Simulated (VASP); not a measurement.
Set up this calculation in VASP 6.6.1, as the native input.

```yaml
Task: single point
Functional: r2SCAN
Potentials_or_basis: VASP PAW PBE potentials, release 64 (Mg)
Cutoff: 520 eV
k_mesh: 14 × 14 × 14
Occupations: fermi-dirac, width 0.1 eV
Spin: no spin polarisation
Dipole_correction: no
Further_INCAR_settings: ALGO = Normal; EDIFF = 1e-06; NBANDS = 7
```

Mg:

```
Mg
1.0
     0.00000    2.30613    2.30613
     2.30613    0.00000    2.30613
     2.30613    2.30613    0.00000
Mg
1
Direct
  0.00000 0.00000 0.00000
```

This isn't the form of Mg at room conditions, which is hcp.

One way to write it, as run:

POSCAR

```
Mg
1.0
    0.0000000000      2.3061310109      2.3061310109
    2.3061310109      0.0000000000      2.3061310109
    2.3061310109      2.3061310109      0.0000000000
Mg
1
Direct
    0.0000000000      0.0000000000      0.0000000000
```

INCAR.step1

```
PREC     = Accurate       # precision mode
ENCUT    = 520            # plane-wave cutoff, eV
ISMEAR   = -1             # smearing method
SIGMA    = 0.1            # smearing width, eV
LREAL    = F              # projectors in reciprocal space
LASPH    = T              # aspherical terms in the spheres
NELM     = 80             # most SCF steps
NBANDS   = 7              # bands
GGA      = PE             # functional
ALGO     = Normal         # electronic algorithm
EDIFF    = 1E-4           # SCF threshold, eV
LWAVE    = T              # write WAVECAR
LCHARG   = F              # write CHGCAR
```

INCAR.step2

```
PREC     = Accurate       # precision mode
ENCUT    = 520            # plane-wave cutoff, eV
EDIFF    = 1E-6           # SCF threshold, eV
ISMEAR   = -1             # smearing method
SIGMA    = 0.1            # smearing width, eV
LREAL    = F              # projectors in reciprocal space
LASPH    = T              # aspherical terms in the spheres
NELM     = 80             # most SCF steps
ALGO     = Normal         # electronic algorithm
ISIF     = 2              # what is computed and relaxed
LWAVE    = F              # write WAVECAR
LCHARG   = F              # write CHGCAR
METAGGA  = R2SCAN         # meta-GGA
LMIXTAU  = T            
NBANDS   = 7              # bands
ISTART   = 1
```

KPOINTS

```
Automatic mesh
0
Gamma
  14 14 14
```

Potentials or basis: VASP PAW PBE potentials, release 64 (Mg).

The run is started by

```console
$ cat potpaw_PBE.64/Mg/POTCAR > POTCAR
$ cp INCAR.step1 INCAR
$ mpirun -np 1 vasp_std > vasp.out
$ cp INCAR.step2 INCAR
$ mpirun -np 1 vasp_std > vasp.out
```

It gave:

The pressure is -2.7 GPa. The band gap on the k mesh is zero (bands 1 and 2 overlap by 2.26 eV).

Caveat: the PAW data sets were made with another functional, which shifts forces and pressure a little.

Wall time 39 s on 1 thread of AMD EPYC 7R13 Processor (Zen 3), with other jobs on the host, peak memory 0.12 GiB.
